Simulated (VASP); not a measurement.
# Mg32O31 (a cell with a defect) in VASP: a series of runs, part 2 of 2

VASP 6.6.1.

## Step 3: Single point, PBE+D3(BJ)

Input file INCAR:

```
SYSTEM = Mg32O31
ALGO     = Normal         ! electronic algorithm
EDIFF    = 1E-6           ! SCF threshold, eV
ENCUT    = 520            ! plane-wave cutoff, eV
GGA      = PE             ! functional
ISIF     = 2              ! what is computed and relaxed
ISMEAR   = 0              ! smearing method
IVDW     = 12             ! dispersion correction
LASPH    = .True.         ! aspherical terms in the spheres
LCHARG   = .False.        ! write CHGCAR
LREAL    = Auto         
LWAVE    = .False.        ! write WAVECAR
NBANDS   = 162            ! bands
NELM     = 80             ! most SCF steps
PREC     = Accurate       ! precision mode
SIGMA    = 0.05           ! smearing width, eV
```

Input file KPOINTS:

```
k-points
0
Gamma
  1 1 1
  0 0 0
```

Input file POSCAR:

```
Mg32O31
1.0
    8.8224000000      0.0000000000      0.0000000000
    0.0000000000      8.8224000000      0.0000000000
    0.0000000000      0.0000000000      8.8224000000
Mg O
32 31
Direct
    0.5000055540      0.0000055540     -0.0000055540
    0.7500000000      0.2500000000     -0.0006322543
    0.7500000000      0.0022470076      0.2500000000
   -0.0000055540      0.0000055540     -0.0000055540
    0.2500000000      0.2500000000     -0.0022470076
    0.5000055540      0.4999944460     -0.0000055540
    0.7500000000      0.7500000000     -0.0022470076
    0.2500000000      0.0093864481      0.2500000000
    0.5022470076      0.2500000000      0.2500000000
    0.7500000000      0.4977529924      0.2500000000
    0.5000055540      0.0000055540      0.5000055540
    0.7500000000      0.2500000000      0.5006322543
    0.7500000000      0.0006322543      0.7500000000
   -0.0000055540      0.4999944460     -0.0000055540
    0.2500000000      0.7500000000     -0.0093864481
   -0.0022470076      0.2500000000      0.2500000000
    0.2500000000      0.4906135519      0.2500000000
    0.5093864481      0.7500000000      0.2500000000
   -0.0000055540      0.0000055540      0.5000055540
    0.2500000000      0.2500000000      0.5022470076
    0.5000055540      0.4999944460      0.5000055540
    0.7500000000      0.7500000000      0.5022470076
    0.2500000000      0.0022470076      0.7500000000
    0.5006322543      0.2500000000      0.7500000000
    0.7500000000      0.4993677457      0.7500000000
   -0.0093864481      0.7500000000      0.2500000000
   -0.0000055540      0.4999944460      0.5000055540
    0.2500000000      0.7500000000      0.5093864481
   -0.0006322543      0.2500000000      0.7500000000
    0.2500000000      0.4977529924      0.7500000000
    0.5022470076      0.7500000000      0.7500000000
   -0.0022470076      0.7500000000      0.7500000000
    0.7500000000      0.2500000000      0.2500000000
   -0.0005965497      0.4994034503      0.2500000000
   -0.0000573540      0.2500000000      0.5000573540
    0.2500000000      0.2500000000      0.2500000000
    0.5005965497      0.4994034503      0.2500000000
    0.7500000000      0.7500000000      0.2500000000
   -0.0005965497      0.0005965497      0.2500000000
    0.5000573540      0.2500000000      0.5000573540
    0.7500000000      0.4999426460      0.5000573540
    0.7500000000      0.2500000000      0.7500000000
   -0.0000573540      0.4999426460      0.7500000000
   -0.0000573540      0.2500000000     -0.0000573540
   -0.0005965497      0.7500000000      0.5005965497
    0.5005965497      0.0005965497      0.2500000000
    0.2500000000      0.4994034503      0.5005965497
    0.5005965497      0.7500000000      0.5005965497
    0.7500000000      0.0000573540      0.5000573540
    0.2500000000      0.2500000000      0.7500000000
    0.5000573540      0.4999426460      0.7500000000
    0.7500000000      0.7500000000      0.7500000000
   -0.0000573540      0.0000573540      0.7500000000
    0.5000573540      0.2500000000     -0.0000573540
    0.7500000000      0.4999426460     -0.0000573540
   -0.0005965497      0.7500000000     -0.0005965497
    0.2500000000      0.0005965497      0.5005965497
    0.2500000000      0.7500000000      0.7500000000
    0.5000573540      0.0000573540      0.7500000000
    0.2500000000      0.4994034503     -0.0005965497
    0.5005965497      0.7500000000     -0.0005965497
    0.7500000000      0.0000573540     -0.0000573540
    0.2500000000      0.0005965497     -0.0005965497
```

Potentials or basis: VASP PAW PBE potentials, release 64 (Mg, O).

Started as:

```sh
$ cat potpaw_PBE.64/Mg/POTCAR potpaw_PBE.64/O/POTCAR > POTCAR
$ mpirun -np 1 vasp_gam > vasp.out
```

Run time: 4.3 min. Hardware: 1 thread of Intel Xeon Platinum 8488C (Sapphire Rapids), shared host; peak memory 0.69 GiB.

It converged, with:

```yaml
Free_energy: -382.5592 eV
Pressure: -16.1 GPa
Largest_force: 0.027 eV/Å
Band_gap_on_the_k_mesh: 2.12 eV
Dispersion_energy_per_atom: -0.255 eV
```

Forces in eV/Å, atoms in the order of the input:
```
Mg   0.013  0.013 -0.013
Mg   0.000  0.000 -0.011
Mg   0.000  0.017  0.000
Mg  -0.013  0.013 -0.013
Mg   0.000  0.000 -0.017
Mg   0.013 -0.013 -0.013
Mg   0.000  0.000 -0.017
Mg   0.000 -0.006  0.000
Mg   0.017  0.000  0.000
Mg   0.000 -0.017  0.000
Mg   0.013  0.013  0.013
Mg   0.000  0.000  0.011
Mg   0.000  0.011  0.000
Mg  -0.013 -0.013 -0.013
Mg   0.000  0.000  0.006
Mg  -0.017  0.000  0.000
Mg   0.000  0.006  0.000
Mg  -0.006  0.000  0.000
Mg  -0.013  0.013  0.013
Mg   0.000  0.000  0.017
Mg   0.013 -0.013  0.013
Mg   0.000  0.000  0.017
Mg   0.000  0.017  0.000
Mg   0.011  0.000  0.000
Mg   0.000 -0.011  0.000
Mg   0.006  0.000  0.000
Mg  -0.013 -0.013  0.013
Mg   0.000  0.000 -0.006
Mg  -0.011  0.000  0.000
Mg   0.000 -0.017  0.000
Mg   0.017  0.000  0.000
Mg  -0.017  0.000  0.000
O    0.000  0.000  0.000
O    0.019  0.019  0.000
O    0.016  0.000 -0.016
O    0.000  0.000  0.000
O   -0.019  0.019  0.000
O    0.000  0.000  0.000
O    0.019 -0.019  0.000
O   -0.016  0.000 -0.016
O    0.000  0.016 -0.016
O    0.000  0.000  0.000
O    0.016  0.016  0.000
O    0.016  0.000  0.016
O    0.019  0.000 -0.019
O   -0.019 -0.019  0.000
O    0.000  0.019 -0.019
O   -0.019  0.000 -0.019
O    0.000 -0.016 -0.016
O    0.000  0.000  0.000
O   -0.016  0.016  0.000
O    0.000  0.000  0.000
O    0.016 -0.016  0.000
O   -0.016  0.000  0.016
O    0.000  0.016  0.016
O    0.019  0.000  0.019
O    0.000 -0.019 -0.019
O    0.000  0.000  0.000
O   -0.016 -0.016  0.000
O    0.000  0.019  0.019
O   -0.019  0.000  0.019
O    0.000 -0.016  0.016
O    0.000 -0.019  0.019
```

Levels at points of the mesh, in eV from the valence-band top:
```tsv
k point	band 121	band 122	band 123	band 124	band 125	band 126	band 127	band 128	band 129	band 130
(0.00, 0.00, 0.00)	-2.54	-2.09	-2.09	-2.09	0.00	2.12	3.83	3.83	3.83	4.69
```

Caveat: the k points lie up to 0.71 Å⁻¹ apart.

## Step 4: Single point, PBE+D3(BJ)

Input file INCAR:

```
  PREC = Accurate
  ENCUT = 520
  EDIFF = 1E-6
  ISMEAR = 0
  SIGMA = 0.05
  LREAL = Auto
  LASPH = True
  NELM = 60
  ALGO = Normal
  ISIF = 2
  LWAVE = False
  LCHARG = True
  GGA = PE
  IVDW = 12
  LELF = True
  LVHAR = True
  NBANDS = 162
```

Input file KPOINTS:

```
regular mesh
0
Gamma
  1 1 1
```

Input file POSCAR:

```
Mg32O31
1.0
    8.8224000000      0.0000000000      0.0000000000
    0.0000000000      8.8224000000      0.0000000000
    0.0000000000      0.0000000000      8.8224000000
Mg O
32 31
Direct
    0.4993718263      0.0002001723     -0.0001878174
    0.7487494333      0.2494911815     -0.0002259022
    0.7492520176     -0.0004149664      0.2497042755
   -0.0007373277      0.0017090588     -0.0002407508
    0.2499658823      0.2495286997     -0.0000298105
    0.4994755395      0.4988424918     -0.0001811299
    0.7471322996      0.7494931085     -0.0001555132
    0.2494286135     -0.0002869967      0.2497640098
    0.4995198585      0.2495529561      0.2491498912
    0.7494153518      0.4994153518      0.2497836190
    0.4994564971      0.0018092583      0.4998755441
    0.7472451941      0.2495651977      0.4998824583
    0.7491923966     -0.0004435301      0.7498818915
   -0.0006712459      0.4972507481     -0.0001229824
    0.2515042392      0.7495182717     -0.0000563339
   -0.0006755531      0.2494890279      0.2476425916
    0.2494615978      0.4993719396      0.2498807581
    0.4992330885      0.7495139645      0.2477421110
   -0.0006938021      0.0085426868      0.4999603283
    0.2516377630      0.2494201124      0.4998690832
    0.4994173921      0.4972878128      0.4998494741
    0.7403589726      0.7494863076      0.4998009612
    0.2494950354     -0.0003579525      0.7500674420
    0.4994357544      0.2495022896      0.7505004307
    0.7493041576      0.4995021763      0.7498669296
   -0.0005544976      0.7496019224      0.2408707381
   -0.0005258206      0.4904392229      0.4999691694
    0.2583147443      0.7495843535      0.5000058941
   -0.0006610446      0.2494449356      0.7521345666
    0.2495362940      0.4994307671      0.7500962323
    0.4993711462      0.7495187251      0.7521048694
   -0.0006270403      0.7494816603      0.7588048604
    0.7494891413      0.2496236852      0.2499820910
   -0.0006106048      0.4990865297      0.2493433760
   -0.0006491431      0.2495367474      0.4998840452
    0.2493047243      0.2495827666      0.2498521944
    0.4993896219      0.4995733587      0.2499446863
    0.7489499456      0.7495619106      0.2494723658
   -0.0006491431      0.0001445185      0.2493149256
    0.4994695321      0.2495953482      0.4999687160
    0.7489080069      0.4990121736      0.4998848386
    0.7494001632      0.2496367202      0.7499067147
   -0.0006314608      0.4991179271      0.7503697407
   -0.0006714726      0.2495995421     -0.0001022398
    0.2498764509      0.7495955749      0.2494371146
    0.4994703255     -0.0003933170      0.2499625952
    0.2498154697      0.4990055994      0.4999147624
    0.4993977829      0.7496012423      0.4998757708
    0.7489683079      0.0000982726      0.4999301777
    0.2493551641      0.2496270856      0.7499076215
    0.4994019768      0.4996511153      0.7498528745
    0.7487893317      0.7496311661      0.7504095258
   -0.0006645584      0.0001907644      0.7505033778
    0.4994744061      0.2496962278     -0.0000787768
    0.7495022896      0.4996655105     -0.0001077938
   -0.0005515506      0.7496975880     -0.0001999456
    0.2499458197      0.0001293299      0.4999094351
    0.2500387650      0.7496605232      0.7504396763
    0.4994888012     -0.0003808487      0.7499459331
    0.2494137650      0.4996907871     -0.0000625680
    0.4993459830      0.7496056629     -0.0000625680
    0.7494230595     -0.0003703074     -0.0001047334
    0.2494499229     -0.0003118199     -0.0000962323
```

Started as:

```sh
$ cat potpaw_PBE.64/Mg/POTCAR potpaw_PBE.64/O/POTCAR > POTCAR
$ mpirun -np 1 vasp_gam > vasp.out
```

Wall time 5.6 min (1 thread of Intel Xeon Platinum 8488C (Sapphire Rapids), shared host); peak memory 0.64 GiB.

It converged, with:

```
Free energy                : -382.5595 eV
Pressure                   : -16.1 GPa
Largest force              : 0.030 eV/Å
Band gap on the k mesh     : 2.12 eV
Dispersion energy per atom : -0.255 eV
```

Forces on the atoms (eV/Å):
```
Mg   0.001  0.001  0.005
Mg   0.001  0.004  0.004
Mg   0.002  0.005  0.002
Mg   0.003  0.008  0.006
Mg   0.004  0.003 -0.004
Mg  -0.005  0.004  0.006
Mg  -0.002  0.003  0.004
Mg   0.004  0.001 -0.001
Mg  -0.002  0.002  0.003
Mg  -0.004  0.001 -0.001
Mg  -0.002  0.003 -0.002
Mg  -0.005  0.000 -0.001
Mg   0.003  0.006  0.006
Mg   0.002  0.000  0.001
Mg   0.012  0.001 -0.002
Mg   0.000  0.001 -0.003
Mg   0.002  0.001 -0.006
Mg   0.007  0.001 -0.008
Mg   0.001  0.026 -0.004
Mg   0.003  0.007  0.003
Mg  -0.003 -0.004  0.001
Mg  -0.022  0.003  0.000
Mg   0.003  0.005  0.001
Mg  -0.001  0.005  0.003
Mg  -0.002 -0.004  0.006
Mg  -0.003 -0.001 -0.025
Mg   0.000 -0.020 -0.004
Mg   0.030  0.001 -0.004
Mg   0.003  0.006  0.004
Mg   0.001 -0.004 -0.003
Mg   0.000  0.002  0.006
Mg   0.000  0.004  0.029
O   -0.003 -0.003 -0.003
O    0.001  0.012  0.015
O    0.001 -0.001  0.003
O    0.002 -0.002  0.007
O    0.001  0.001  0.004
O    0.015  0.001  0.011
O    0.000 -0.019  0.015
O   -0.006 -0.002 -0.004
O    0.016  0.016  0.003
O    0.003 -0.003 -0.005
O    0.001  0.011 -0.012
O    0.001  0.000 -0.003
O   -0.015  0.001  0.012
O   -0.004 -0.004  0.000
O   -0.009  0.014  0.000
O   -0.003  0.000  0.001
O    0.007 -0.016  0.000
O   -0.001 -0.005 -0.001
O    0.000 -0.001 -0.001
O    0.022 -0.003 -0.016
O    0.001 -0.019 -0.020
O   -0.004 -0.005 -0.001
O   -0.001 -0.001 -0.002
O   -0.004 -0.004  0.003
O   -0.017 -0.011 -0.001
O   -0.021 -0.004 -0.014
O   -0.005 -0.005 -0.006
O   -0.007 -0.005 -0.003
O    0.003  0.000  0.000
O    0.001 -0.010 -0.001
O   -0.005 -0.009 -0.001
```

Levels at points of the mesh, in eV from the valence-band top:
| k point | band 121 | band 122 | band 123 | band 124 | band 125 | band 126 | band 127 | band 128 | band 129 | band 130 |
| --- | --- | --- | --- | --- | --- | --- | --- | --- | --- | --- |
| (0.00, 0.00, 0.00) | -2.53 | -2.08 | -2.08 | -2.08 | 0.00 | 2.12 | 3.84 | 3.84 | 3.84 | 4.70 |

Caveat: the k points lie up to 0.71 Å⁻¹ apart.
